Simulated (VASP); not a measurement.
The system is Hf.

```
Hf
1.0
     0.00000    2.22000    2.22000
     2.22000    0.00000    2.22000
     2.22000    2.22000    0.00000
Hf
1
Direct
  0.00000 0.00000 0.00000
```

- Program: VASP 6.6.1
- Task: relaxation of cell and atoms
- Functional: PBE
- Potentials or basis: VASP PAW PBE potentials, release 64 (Hf_pv)
- Cutoff: 500 eV
- k mesh: 16 × 16 × 16
- Occupations: methfessel-paxton, width 0.1 eV
- Spin: no spin polarisation

At the start: pressure 2.7 GPa; volume 21.88 Å³/atom.

Q: Where does the relaxation end?

A: Over 3 steps the energy falls by 4.5 meV/atom and the volume is 22.45 Å³/atom (+2.6 %); space group Fm-3m (No. 225, to 0.05 Å).

Step by step:
| step | energy change (eV) | largest force (eV/Å) | pressure (GPa) | volume (Å³) |
| --- | --- | --- | --- | --- |
| 1 | 0.0000 | 0.0000 | 2.65 | 21.88 |
| 2 | 0.0004 | 0.0000 | -2.54 | 23.05 |
| 3 | -0.0045 | 0.0000 | -0.01 | 22.45 |

Final structure:
```xyz
1
Lattice="0.0000 2.2389 2.2389 2.2389 0.0000 2.2389 2.2389 2.2389 0.0000" Properties=species:S:1:pos:R:3 pbc="T T T"
Hf    0.0000    0.0000    0.0000
```
